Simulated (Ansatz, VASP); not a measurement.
**Te: VASP beside Ansatz**

```
CELL_PARAMETERS angstrom
0.00000 3.62711 3.62711
3.62711 0.00000 3.62711
3.62711 3.62711 0.00000
ATOMIC_POSITIONS crystal
Te 0.12500 0.12500 0.12500
Te 0.87500 0.87500 0.87500
```

Alike in both runs: task single point; functional revPBE; k mesh 9 × 9 × 9; occupations fermi-dirac, width 0.1 eV; no spin polarisation.

|  | VASP | Ansatz |
| --- | --- | --- |
| version | VASP 6.6.1 | Ansatz 0.2.0 |
| potentials or method | VASP PAW PBE potentials, release 64 (Te), cutoff 520 eV | plane waves (420 eV) with PAW, scalar-relativistic |
| valence electrons in the cell | 12 | 32 |

```tsv
	VASP	Ansatz	Ansatz less VASP
pressure (GPa)	0.0	0.0	+0.03
```

VASP's potentials were made for PBE, not for revPBE. With one functional, cell and mesh, what is left measures potentials, basis and numerics. VASP's potentials hold 12 valence electrons a cell and Ansatz's 32, so a difference there can come from the potentials and not from the codes.

Spin-orbit coupling is off throughout.
